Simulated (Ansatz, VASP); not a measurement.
## TiAl in VASP and in Ansatz

INCAR

```
SYSTEM = TiAl
ALGO = Fast ; EDIFF = 1E-7
ENCUT = 520 ; GGA = PS
ISIF = 2 ; ISMEAR = 0
LASPH = .TRUE. ; LCHARG = .FALSE.
LREAL = .FALSE. ; LWAVE = .FALSE.
NBANDS = 14 ; NELM = 100
PREC = Accurate ; SIGMA = 0.15
```

Contents of KPOINTS:

```
k-points
0
G
  18 18 10
  0 0 0
```

File POSCAR:

```
TiAl
1.0
    2.8672622327      0.0000000000      0.0000000000
   -1.4336311163      2.4831219328      0.0000000000
    0.0000000000      0.0000000000      4.6780830000
Ti Al
1 1
Direct
    0.0000000000      0.0000000000      0.0320644161
    0.3333333333      0.6666666667      0.5000000000
```

Input for Ansatz:

```yaml
crystal:
  lattice:
    - [2.8672622327, 0.0, 0.0]
    - [-1.4336311163, 2.4831219328, 0.0]
    - [0.0, 0.0, 4.678083]
  atoms:
    - { symbol: Ti, position: [0.0, 0.0, 0.0320644161] }
    - { symbol: Al, position: [0.3333333333, 0.6666666667, 0.5] }
basis:
  ecutwfc: 420
kpoints:
  mp_grid: { grid: [18, 18, 10] }
hamiltonian:
  xc: pbesol
scf:
  occupations: { method: gaussian, width: 0.15 }
output:
  forces: true
  stress: true
  eigenvalues: true
```

Change from the starting cell: all Ti atoms moved +0.150 Å, as atom 1 along Cartesian [0 0 1].

Alike in both runs: task single point; functional PBEsol; k mesh 18 × 18 × 10; occupations gaussian, width 0.15 eV; no spin polarisation.

|  | VASP | Ansatz |
| --- | --- | --- |
| version | VASP 6.6.1 | Ansatz 0.2.0 |
| potentials or method | VASP PAW PBE potentials, release 64 (Ti_sv, Al), cutoff 520 eV | scalar-relativistic, plane waves, PAW |
| valence electrons in the cell | 15 | 15 |

Ansatz gave:

* gap on the k mesh at the Fermi level (eV): none
* pressure (GPa): -1.8
* traceless stress, the component that is largest in VASP (GPa): -0.19
* rms of the force components (eV/Å): 0.588

Estimate VASP's values.

gap on the k mesh at the Fermi level (eV): none; pressure (GPa): -1.8; traceless stress, the component that is largest in VASP (GPa): -0.13; rms of the force components (eV/Å): 0.590.

VASP's potentials were made for PBE, not for PBEsol. Atom by atom the forces differ by 0.002 eV/Å (rms over components). A gap of «none» marks a metal or a gap that the smearing closes. The functional is the same, so the differences come from potentials, cutoffs and numerics.
